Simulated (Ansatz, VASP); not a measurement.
Two plane-wave programs on Al2Cu

The input INCAR:

```
SYSTEM = Al2Cu
  ALGO = Normal
  EDIFF = 1E-6
  EDIFFG = -0.01
  ENCUT = 600
  GGA = PS
  IBRION = 2
  ISIF = 3
  ISMEAR = -1
  IVDW = 13
  LASPH = .True.
  LCHARG = .False.
  LREAL = .False.
  LWAVE = .False.
  NELM = 100
  NSW = 60
  PREC = Accurate
  SIGMA = 0.05
```

The input KPOINTS:

```
k-points
0
Gamma
  9 9 9
  0 0 0
```

Contents of POSCAR:

```
Al2Cu
1.0
   -2.0303375000      2.0303375000      2.8510940000
    2.0303375000     -2.0303375000      2.8510940000
    2.0303375000      2.0303375000     -2.8510940000
Cu Al
1 2
Direct
    0.5000000000      0.5000000000      0.0000000000
    0.2500000000      0.7500000000      0.5000000000
    0.7500000000      0.2500000000      0.5000000000
```

Contents of input.yaml:

```yaml
crystal:
  lattice:
    - [-2.0303375, 2.0303375, 2.851094]
    - [2.0303375, -2.0303375, 2.851094]
    - [2.0303375, 2.0303375, -2.851094]
  atoms:
    - { symbol: Cu, position: [0.5, 0.5, 0.0] }
    - { symbol: Al, position: [0.25, 0.75, 0.5] }
    - { symbol: Al, position: [0.75, 0.25, 0.5] }
hamiltonian:
  xc: pbesol
  pseudopotentials: { kind: paw }
  dispersion: d4
kpoints:
  mp_grid: { grid: [9, 9, 9] }
scf:
  occupations: { method: fermi_dirac, width: 0.05 }
output:
  forces: true
  stress: true
  eigenvalues: true
  write_density: true
  write_potential: true
  elf: true
  volumetric_format: npy
relax:
  f_tol: 0.01
  max_steps: 40
  cell: { stress_tol: 0.05 }
```

Alike in both runs: task relaxation of cell and atoms; functional PBEsol; dispersion D4; k mesh 9 × 9 × 9; occupations fermi-dirac, width 0.05 eV; no spin polarisation.

|  | VASP | Ansatz |
| --- | --- | --- |
| version | VASP 6.6.1 | Ansatz 0.2.0 |
| potentials or method | VASP PAW PBE potentials, release 64 (Cu, Al) | Ansatz PAW |
| plane-wave cutoff (eV) | 600 | 420 |
| valence electrons in the cell | 17 | 25 |

```csv
,VASP,Ansatz,Ansatz less VASP
"gap on the k mesh at the Fermi level, each at its own relaxed structure (eV)",none,none,-
relaxed volume (Å³/atom),15.38,15.35,-0.035
relaxed cell length with the largest relative difference (Å),4.022,4.023,+0.0009
```

VASP's potentials were made for PBE, not for PBEsol. A gap of «none» marks a metal or a gap that the smearing closes. VASP's potentials hold 17 valence electrons a cell and Ansatz's 25, so a difference there can come from the potentials and not from the codes.

Noted on Ansatz's run: the plane-wave basis is chosen anew once the cell has moved, so the energies of steps on either side of that aren't comparable.
